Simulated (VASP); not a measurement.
# Cu (Fm-3m) in VASP: notebook

Runs on Cu. Level: r2SCAN. Tasks: single point.

All numbers are computed with VASP 6.6.1; they aren't measurements. Logs are shortened: lines on timing, memory, paths and dates and some standing lists are left out, and cuts for length are marked.

## 1. The cell of the first run

It takes space group Fm-3m (No. 225, cubic). The conventional cell has a = 3.576 Å, b = 3.576 Å, c = 3.576 Å, α = 90.00°, β = 90.00°, γ = 90.00°. Cu (site symmetry m-3m) has 12 Cu at 2.53 Å within 3.3 Å.

## 2. Single point, r2SCAN

Input file POSCAR:

```
Cu
1.0
    0.0000000000      1.7881324402      1.7881324402
    1.7881324402      0.0000000000      1.7881324402
    1.7881324402      1.7881324402      0.0000000000
Cu
1
Direct
    0.0000000000      0.0000000000      0.0000000000
```

Input file INCAR.step1:

```
SYSTEM = Cu
  PREC = Accurate
  ENCUT = 520
  ISMEAR = 0
  SIGMA = 0.03
  LREAL = .False.
  LASPH = .True.
  NELM = 60
  NBANDS = 12
  GGA = PE
  ALGO = Normal
  EDIFF = 1E-4
  LWAVE = .True.
  LCHARG = .False.
```

Input file INCAR.step2:

```
SYSTEM = Cu
  PREC = Accurate
  ENCUT = 520
  EDIFF = 1E-7
  ISMEAR = 0
  SIGMA = 0.03
  LREAL = .False.
  LASPH = .True.
  NELM = 60
  ALGO = Normal
  ISIF = 2
  LWAVE = .False.
  LCHARG = .False.
  METAGGA = R2SCAN
  LMIXTAU = .True.
  NBANDS = 12
  ISTART = 1
```

Input file KPOINTS:

```
Automatic mesh
0
Gamma
  15 15 15
  0 0 0
```

Potentials or basis: VASP PAW PBE potentials, release 64 (Cu).

The run is started by

```bash
$ cat potpaw_PBE.64/Cu/POTCAR > POTCAR
$ cp INCAR.step1 INCAR
$ mpirun -np 1 vasp_std > vasp.out
$ cp INCAR.step2 INCAR
$ mpirun -np 1 vasp_std > vasp.out
```

OUTCAR:

```text
SYSTEM = Cu
   PREC = Accurate
   ENCUT = 520
   EDIFF = 1E-7
   ISMEAR = 0
   LREAL = .False.
   LASPH = .True.
   NELM = 60
   ISIF = 2
   METAGGA = R2SCAN
   ISTART = 1

 ion  position               nearest neighbor table
   1  0.000  0.000  0.000-

  LATTYP: Found a face centered cubic cell.
 ALAT       =     3.5762648804

  Lattice vectors:

 A1 = (   0.0000000000,   1.7881324402,   1.7881324402)
 A2 = (   1.7881324402,   0.0000000000,   1.7881324402)
 A3 = (   1.7881324402,   1.7881324402,   0.0000000000)

Analysis of symmetry for initial positions (statically):
=====================================================================
 Subroutine PRICEL returns:
 Original cell was already a primitive cell.

 Routine SETGRP: Setting up the symmetry group for a
 face centered cubic supercell.

 Subroutine GETGRP returns: Found 48 space group operations
 (whereof 48 operations were pure point group operations)
 out of a pool of 48 trial point group operations.

The static configuration has the point symmetry O_h .

Analysis of symmetry for dynamics (positions and initial velocities):
=====================================================================
 Subroutine PRICEL returns:
 Original cell was already a primitive cell.

 Routine SETGRP: Setting up the symmetry group for a
 face centered cubic supercell.

 Subroutine GETGRP returns: Found 48 space group operations
 (whereof 48 operations were pure point group operations)
 out of a pool of 48 trial point group operations.

The dynamic configuration has the point symmetry O_h .

 Subroutine INISYM returns: Found 48 space group operations
 (whereof 48 operations are pure point group operations),
 and found     1 'primitive' translations

----------------------------------------------------------------------------------------

                                     Primitive cell

  volume of cell :      11.4348

  direct lattice vectors                    reciprocal lattice vectors
     0.000000000  1.788132440  1.788132440    -0.279621346  0.279621346  0.279621346
     1.788132440  0.000000000  1.788132440     0.279621346 -0.279621346  0.279621346
     1.788132440  1.788132440  0.000000000     0.279621346  0.279621346 -0.279621346

  length of vectors
     2.528801148  2.528801148  2.528801148     0.484318378  0.484318378  0.484318378

  position of ions in fractional coordinates (direct lattice)
     0.000000000  0.000000000  0.000000000

  ion indices of the primitive-cell ions
   primitive index   ion index
                 1           1

----------------------------------------------------------------------------------------

 KPOINTS: Automatic mesh

Automatic generation of k-mesh.
 Grid dimensions read from file:
 generate k-points for:   15   15   15

 Generating k-lattice:

  Cartesian coordinates                     Fractional coordinates (reciprocal lattice)
    -0.018641423  0.018641423  0.018641423     0.066666667  0.000000000  0.000000000
     0.018641423 -0.018641423  0.018641423     0.000000000  0.066666667  0.000000000
     0.018641423  0.018641423 -0.018641423     0.000000000  0.000000000  0.066666667

  Length of vectors
     0.032287892  0.032287892  0.032287892

  Shift w.r.t. Gamma in fractional coordinates (k-lattice)
     0.000000000  0.000000000  0.000000000

 Subroutine IBZKPT returns following result:
 ===========================================

 Found    120 irreducible k-points:

 Following reciprocal coordinates:
            Coordinates               Weight
  0.000000  0.000000  0.000000      1.000000
  0.066667  0.000000  0.000000      8.000000
  0.133333  0.000000  0.000000      8.000000
  0.200000  0.000000  0.000000      8.000000
  0.266667  0.000000  0.000000      8.000000
  0.333333  0.000000  0.000000      8.000000
[... 16 lines left out ...]
  0.133333  0.133333  0.000000      6.000000
  0.200000  0.133333  0.000000     24.000000
 [... further k-points ...]
   k-points           NKPTS =    120   k-points in BZ     NKDIM =    120   number of bands    NBANDS=     12
   number of dos      NEDOS =    301   number of ions     NIONS =      1
   total plane-waves  NPLWV =   8000
   dimension x,y,z NGX =    20 NGY =   20 NGZ =   20
   dimension x,y,z NGXF=    40 NGYF=   40 NGZF=   40
   ions per type =               1
   NGX,Y,Z   is equivalent  to a cutoff of  13.15, 13.15, 13.15 a.u.
   NGXF,Y,Z  is equivalent  to a cutoff of  26.30, 26.30, 26.30 a.u.
 SYSTEM =  Cu
   PREC   = accura    normal or accurate (medium, high low for compatibility)
   ISTART =      1    job   : 0-new  1-cont  2-samecut
   ICHARG =      0    charge: 1-file 2-atom 10-const
   ISPIN  =      1    spin polarized calculation?
   LNONCOLLINEAR =      F non collinear calculations
   LSORBIT =      F    spin-orbit coupling
   LASPH  =      T    aspherical Exc in radial PAW
   ENCUT  =  520.0 eV  38.22 Ry    6.18 a.u.   4.70  4.70  4.70*2*pi/ulx,y,z
   NELM   =     60;   NELMIN=  2; NELMDL=  0     # of ELM steps
   EDIFF  = 0.1E-06   stopping-criterion for ELM
   LREAL  =      F    real-space projection
   EDIFFG = 0.1E-05   stopping-criterion for IOM
   NSW    =      0    number of steps for IOM
   IBRION =     -1    ionic relax: 0-MD 1-quasi-New 2-CG
   NFREE  =      0    steps in history (QN), initial steepest desc. (CG)
   ISIF   =      2    stress and relaxation
   ISYM   =      2    0-nonsym 1-usesym 2-fastsym
   POTIM  = 0.5000    time-step for ionic-motion
   TEBEG  =    0.0;   TEEND  =   0.0 temperature during run
   PSTRESS=    0.0 pullay stress
   NELECT =      11.0000    total number of electrons
   NUPDOWN=      -1.0000    fix difference up-down
   EMIN   =  10.00;   EMAX   =-10.00  energy-range for DOS
   EFERMI =   0.00;   METHOD = LEGACY
   ISMEAR =     0;   SIGMA  =   0.03  broadening in eV -4-tet -1-fermi 0-gaus
   EFERMI_NEDOS =   21; number of points for ismear=-14 and -15
   IALGO  =     38    algorithm
   IMIX   =      4    mixing-type and parameters
     AMIX     =   0.40;   BMIX     =  1.00
     AMIX_MAG =   1.60;   BMIX_MAG =  1.00
  volume/ion in A,a.u.               =      11.43        77.17
  Fermi-wavevector in a.u.,A,eV,Ry     =   1.616079  3.053947 35.534510  2.611713
  Thomas-Fermi vector in A             =   2.710724
   LORBIT       =      0    0 simple, 1 ext, 2 COOP (PROOUT), +10 PAW based schemes
   METAGGA = R2SCAN    functional components
   LHFCALC =     F    Hartree Fock is set to
   AEXX    =    0.0000 exact exchange contribution
   IVDW    =     0    specifies the selected vdW correction
   LEPSILON=     F    determine dielectric tensor
   LRPA    =     F    only Hartree local field effects (RPA)
 non-spin polarized calculation
 Gauss-broadening in eV      SIGMA  =   0.03
  energy-cutoff  :      520.00
  volume of cell :       11.43
 maximum number of plane-waves:       331
   NGX =  9   NGY =  9   NGZ =  9

 number of electron      11.0000012 magnetization

 Free energy of the ion-electron system (eV)
  ---------------------------------------------------
  ext. energy  EPLUGINS =         0.00000000
  ---------------------------------------------------
  free energy    TOTEN  =       -10.82520236 eV

  energy without entropy =      -10.82490133  energy(sigma->0) =      -10.82505184

 E-fermi :   7.8868     XC(G=0): -13.9662

 val. band max:        7.8852511182   @ k =  -0.4667   0.1333   0.0667
 cond. band min:       8.0092966748   @ k =  -0.3333   0.2000   0.0000
 fundamental gap:      0.1240455566
 Fermi energy:         7.8868276924

 k-point     1 :       0.0000    0.0000    0.0000
  band No.  band energies     occupation
      1      -2.1271      2.00000
      2       4.5501      2.00000
      3       4.5502      2.00000
      4       4.5502      2.00000
      5       5.4076      2.00000
      6       5.4076      2.00000
      7      31.4514      0.00000
      8      34.7443      0.00000
      9      34.7443      0.00000
     10      34.7445      0.00000
     11      37.1568      0.00000
     12      37.1568      0.00000

 k-point     2 :       0.0667    0.0000    0.0000
  band No.  band energies     occupation
      1      -1.9550      2.00000
      2       4.5127      2.00000
      3       4.5826      2.00000
      4       4.5826      2.00000
      5       5.3948      2.00000
      6       5.3948      2.00000
      7      30.5076      0.00000
      8      32.9106      0.00000
      9      34.1945      0.00000
     10      34.1947      0.00000
     11      37.9405      0.00000
     12      37.9406      0.00000

 k-point     3 :       0.1333    0.0000    0.0000
  band No.  band energies     occupation
      1      -1.4474      2.00000
      2       4.4155      2.00000
      3       4.6596      2.00000
      4       4.6597      2.00000
      5       5.3755      2.00000
      6       5.3755      2.00000
      7      27.2903      0.00000
      8      32.2342      0.00000
      9      33.3265      0.00000
     10      33.3267      0.00000
     11      39.1535      0.00000
     12      39.3303      0.00000
[... 286 lines left out ...]
 k-point    23 :       0.1333    0.1333    0.0000
  band No.  band energies     occupation
      1      -1.2240      2.00000
      2       4.2865      2.00000
      3       4.7647      2.00000
      4       4.7647      2.00000
      5       5.1817      2.00000
      6       5.5020      2.00000
      7      29.5246      0.00000
      8      30.1831      0.00000
      9      30.1832      0.00000
     10      31.9350      0.00000
     11      37.3560      0.00000
     12      41.0270      0.00000

 k-point    24 :       0.2000    0.1333    0.0000
  band No.  band energies     occupation
      1      -0.6293      2.00000
      2       4.1559      2.00000
      3       4.8343      2.00000
      4       4.8673      2.00000
      5       5.1453      2.00000
      6       5.5559      2.00000
      7      26.5215      0.00000
      8      29.0528      0.00000
      9      29.8892      0.00000
     10      32.2194      0.00000
     11      35.5522      0.00000
     12      41.1400      0.00000

 [... further k-points ...]
[... 5 lines left out ...]
  --------------------------------------------------------------------------------------
  -------------------------------------------------------------------------------------
  Total        0.0305875      0.0305875      0.0305875      0.0000000      0.0000000     -0.0000000
  in kB        4.2857377      4.2857377      4.2857377      0.0000000      0.0000000     -0.0000000
  external PRESSURE =       4.2857377 kB  Pullay stress =       0.0000000 kB

 VOLUME and BASIS-vectors are now :
 -----------------------------------------------------------------------------
  energy-cutoff  :      520.00
  volume of cell :       11.43
      direct lattice vectors                 reciprocal lattice vectors
     0.000000000  1.788132440  1.788132440    -0.279621346  0.279621346  0.279621346
     1.788132440  0.000000000  1.788132440     0.279621346 -0.279621346  0.279621346
     1.788132440  1.788132440  0.000000000     0.279621346  0.279621346 -0.279621346

 POSITION                                       TOTAL-FORCE (eV/Angst)
 -----------------------------------------------------------------------------------
      0.00000      0.00000      0.00000        -0.000000      0.000000      0.000000
 -----------------------------------------------------------------------------------
    total drift:                                0.000000      0.000000      0.000000

  FREE ENERGIE OF THE ION-ELECTRON SYSTEM (eV)
  ---------------------------------------------------
  free  energy   TOTEN  =       -10.8252023636 eV

  energy  without entropy=      -10.8249013259  energy(sigma->0) =      -10.82505184
```

Wall time 70 s (1 thread of Intel Xeon 6975P-C, shared host); peak memory 0.14 GiB.

Results:

```
Free energy : -10.8252 eV
Pressure    : 0.4 GPa
```

Caveat: the PAW data sets were made with another functional, which shifts forces and pressure a little.

(Part 1 of 2 ends here.)
